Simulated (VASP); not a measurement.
Wanted: the native input for a VASP 6.6.1 run.

* Task: single point
* Functional: PBEsol
* Potentials or basis: VASP PAW PBE potentials, release 64 (Mg, O)
* Cutoff: 520 eV
* k mesh: 14 × 14 × 14
* Occupations: gaussian, width 0.05 eV
* Spin: no spin polarisation
* Dipole correction: no
* Further INCAR settings: ALGO = Normal; EDIFF = 1e-06; NBANDS = 11

The structure of MgO lies in POSCAR:

```
MgO
1.0
    2.2691903285      0.0000000000      0.0000000000
    0.0000000000      2.2691903285      0.0000000000
    0.0000000000      0.0000000000      2.2691903285
Mg O
1 1
Direct
    0.0000000000      0.0000000000      0.0000000000
    0.5000000000      0.5000000000      0.5000000000
```

This cell differs from its parent crystal: volume scaled by 0.640.

One way to write it, as run:

INCAR

```
  ALGO = Normal
  EDIFF = 1E-6
  ENCUT = 520
  GGA = PS
  ISIF = 2
  ISMEAR = 0
  LASPH = T
  LCHARG = F
  LREAL = F
  LWAVE = F
  NBANDS = 11
  NELM = 80
  PREC = Accurate
  SIGMA = 0.05
```

KPOINTS

```
k-points
0
Gamma
  14 14 14
```

Potentials or basis: VASP PAW PBE potentials, release 64 (Mg, O).

The run is started by

```bash
$ cat potpaw_PBE.64/Mg/POTCAR potpaw_PBE.64/O/POTCAR > POTCAR
$ mpirun -np 1 vasp_std > vasp.out
```

Results of the run:

```yaml
Pressure: 166.2 GPa
Band_gap_on_the_k_mesh: 6.41 eV, direct
```

Caveat: the PAW data sets were made with another functional, which shifts forces and pressure a little.

Run time: 6.8 s on 1 thread of Intel(R) Xeon(R) Platinum 8488C (Sapphire Rapids), with other jobs on the host, peak memory 0.13 GiB.
